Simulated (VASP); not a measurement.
Runs of VASP 6.6.1 on HgTe. The structure is that of space group F-43m (No. 216), or close to it. The cells are those of the table. 

```tsv
level	cell	k mesh	grid for exact exchange (PRECFOCK)	share of exact exchange	screening parameter	gap on the mesh (eV)	pressure (GPa)
r2SCAN	a = 4.668, b = 4.668, c = 4.559 Å, angles 60.8, 60.8, 58.5°, 2 atoms	6 × 6 × 6	-	-	-	none	0.6
PBE	a = 4.639, b = 4.639, c = 4.698 Å, angles 59.6, 59.6, 60.8°, 2 atoms	6 × 6 × 6	-	-	-	0.08	1.2
r2SCAN	a = 4.652 Å, angles 60.0°, 2 atoms	6 × 6 × 6	-	-	-	none	0.0
HSE06	a = 4.668, b = 4.668, c = 4.559 Å, angles 60.8, 60.8, 58.5°, 2 atoms	4 × 4 × 4	Normal	0.25	0.2079 1/Å	none	0.6
PBE	a = 4.660, b = 4.660, c = 4.605 Å, angles 60.4, 60.4, 59.2°, 2 atoms	6 × 6 × 6	-	-	-	none	(a)
```

Alike in all rows: task single point; potentials or basis VASP PAW PBE potentials, release 64 (Hg, Te); no spin polarisation; cutoff (eV) 520; smearing fermi-dirac 0.02 eV.

Fill in the values left out.

(a) 1.6.

Caveats: some runs use coarse meshes; spin-orbit coupling is left out, which moves the levels of the heavy elements; semilocal functionals underestimate gaps, so a narrow gap can read as zero (at least some runs); the PAW data sets were made with another functional, which shifts forces and pressure a little (at least some runs).

A k mesh can miss the band edges, and the runs leave out spin-orbit coupling on Hg, Te.

A gap of «none» marks levels without a gap at the run's occupations.
